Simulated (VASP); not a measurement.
# AlN (F-43m) in VASP: a series of runs, part 2 of 2

VASP 6.6.1. The steps go on from the part before.

## 4. Single point, PBEsol

This run uses another cell than the first one, of 10.15 Å³/atom, 0.987 times its volume.

INCAR reads:

```
  ALGO = Normal
  EDIFF = 1E-6
  ENCUT = 520
  GGA = PS
  ISIF = 2
  ISMEAR = 0
  LASPH = True
  LCHARG = False
  LREAL = False
  LWAVE = False
  NBANDS = 11
  NELM = 100
  PREC = Accurate
  SIGMA = 0.01
```

KPOINTS reads:

```
k-points
0
Gamma
  10 10 10
```

POSCAR reads:

```
AlN
1.0
    2.1650432871      2.1650432871      0.0000000000
   -2.1650432871      2.1650432871      0.0000000000
    0.0000000000      2.1650432871      2.1650432871
Al N
1 1
Direct
    0.0000000000      0.0000000000      0.0000000000
    0.2500000000      0.7500000000      0.5000000000
```

Potentials or basis: VASP PAW PBE potentials, release 64 (Al, N).

Command:

```
cat potpaw_PBE.64/Al/POTCAR potpaw_PBE.64/N/POTCAR > POTCAR
mpirun -np 1 vasp_std > vasp.out
```

OUTCAR:

```text
EDIFF = 1E-6
   ENCUT = 520
   GGA = PS
   ISIF = 2
   ISMEAR = 0
   LASPH = True
   LREAL = False
   NELM = 100
   PREC = Accurate

 ion  position               nearest neighbor table
   1  0.000  0.000  0.000-   2 1.87   2 1.87   2 1.87   2 1.87
   2  0.250  0.750  0.500-   1 1.87   1 1.87   1 1.87   1 1.87

  LATTYP: Found a face centered cubic cell.
 ALAT       =     4.3300865742

  Lattice vectors:

 A1 = (   0.0000000000,   2.1650432871,   2.1650432871)
[... 522 lines left out ...]
------------------------ aborting loop because EDIFF is reached ----------------------------------------

  FORCE on cell =-STRESS in cart. coord.  units (eV):
  Direction    XX          YY          ZZ          XY          YZ          ZX
  --------------------------------------------------------------------------------------
  -------------------------------------------------------------------------------------
  Total        0.8899746      0.8899746      0.8899746      0.0000000      0.0000000      0.0000000
  in kB       70.2519622     70.2519622     70.2519622      0.0000000      0.0000000      0.0000000
  external PRESSURE =      70.2519622 kB  Pullay stress =       0.0000000 kB

 VOLUME and BASIS-vectors are now :
 -----------------------------------------------------------------------------
  energy-cutoff  :      520.00
  volume of cell :       20.30
      direct lattice vectors                 reciprocal lattice vectors
     2.165043287  2.165043287  0.000000000     0.230942265  0.230942265 -0.230942265
    -2.165043287  2.165043287  0.000000000    -0.230942265  0.230942265 -0.230942265
     0.000000000  2.165043287  2.165043287     0.000000000  0.000000000  0.461884529

 POSITION                                       TOTAL-FORCE (eV/Angst)
 -----------------------------------------------------------------------------------
      0.00000      0.00000      0.00000         0.000000     -0.000000      0.000000
     -1.08252      3.24756      1.08252        -0.000000      0.000000      0.000000
 -----------------------------------------------------------------------------------
    total drift:                               -0.000000     -0.000000      0.000000

  FREE ENERGIE OF THE ION-ELECTRON SYSTEM (eV)
  ---------------------------------------------------
  free  energy   TOTEN  =       -15.5965636923 eV

  energy  without entropy=      -15.5965636923  energy(sigma->0) =      -15.59656369
```

stdout:

```text
POSCAR found type information on POSCAR AlN
 POSCAR found :  2 types and       2 ions
 scaLAPACK will be used
 -----------------------------------------------------------------------------
|                                                                             |
|                                                                             |
|     You enforced a specific xc type in the INCAR file but a different       |
|     I HOPE YOU KNOW WHAT YOU ARE DOING!                                     |
|                                                                             |
 -----------------------------------------------------------------------------

 LDA part: xc-table for (Slater+PW92), standard interpolation
 POSCAR, INCAR and KPOINTS ok, starting setup
 FFT: planning ... GRIDC
 FFT: planning ... GRID_SOFT
 FFT: planning ... GRID
 WAVECAR not read
 entering main loop
```

Wall time 7.2 s (1 thread of AMD EPYC 9R14 (Zen 4), shared host); peak memory 0.11 GiB.

What came out:

```
Free energy            : -15.5966 eV
Pressure               : 7.0 GPa
Band gap on the k mesh : 3.20 eV, indirect (least direct gap 4.37 eV)
```

Caveat: the PAW data sets were made with another functional, which shifts forces and pressure a little.

## 5. Single point, PBEsol

This run uses another cell than the first one, of 10.02 Å³/atom, 0.974 times its volume.

INCAR reads:

```
ALGO = Normal ; EDIFF = 1E-7
ENCUT = 520 ; GGA = PS
ISIF = 2 ; ISMEAR = 0
LASPH = T ; LCHARG = T
LELF = T ; LREAL = F
LVHAR = T ; LWAVE = F
NBANDS = 11 ; NELM = 100
PREC = Accurate ; SIGMA = 0.01
```

KPOINTS is that of step 4.

POSCAR reads:

```
AlN
1.0
    2.1557630854      2.1557630854      0.0000000000
   -2.1557630854      2.1557630854      0.0000000000
    0.0000000000      2.1557630854      2.1557630854
Al N
1 1
Direct
    0.0000000000      0.0000000000      0.0000000000
    0.2500000000      0.7500000000      0.5000000000
```

Command:

```
cat potpaw_PBE.64/Al/POTCAR potpaw_PBE.64/N/POTCAR > POTCAR
mpirun -np 1 vasp_std > vasp.out
```

Run time: 7.8 s. Hardware: 1 thread of AMD EPYC 9R14 (Zen 4), shared host; peak memory 0.11 GiB.

The run converged. Its results:

```
Free energy            : -15.5826 eV
Pressure               : 10.1 GPa
Band gap on the k mesh : 3.20 eV, indirect (least direct gap 4.48 eV)
```

Levels at points of the mesh, in eV from the valence-band top:
```
           k point  band 1  band 2  band 3  band 4  band 5  band 6  band 7  band 8
(0.00, 0.00, 0.00)  -15.19    0.00    0.00    0.00    4.48   12.86   12.86   12.86
(0.50, 0.00, 0.00)  -12.99   -6.08   -0.49   -0.49    7.64   10.03   11.28   11.28
(0.50, 0.50, 0.00)  -12.30   -5.07   -1.83   -1.83    3.20    8.72   14.41   16.11
```

Caveat: the PAW data sets were made with another functional, which shifts forces and pressure a little.

## 6. Overview

```tsv
cell	gap on the mesh (eV)	pressure (GPa)
a = 3.076 Å, angles 60.0, 60.0, 90.0°, 2 atoms	3.19	4.0
a = 3.062 Å, angles 60.0, 60.0, 90.0°, 2 atoms	3.20	7.0
a = 3.049 Å, angles 60.0, 60.0, 90.0°, 2 atoms	3.20	10.1
```

Alike in all rows: task single point; level PBEsol; potentials or basis VASP PAW PBE potentials, release 64 (Al, N); no spin polarisation; k mesh 10 × 10 × 10; cutoff (eV) 520; smearing gaussian 0.01 eV.

Caveats: the PAW data sets were made with another functional, which shifts forces and pressure a little.

Absolute energies hang on the potentials; compare differences alone.
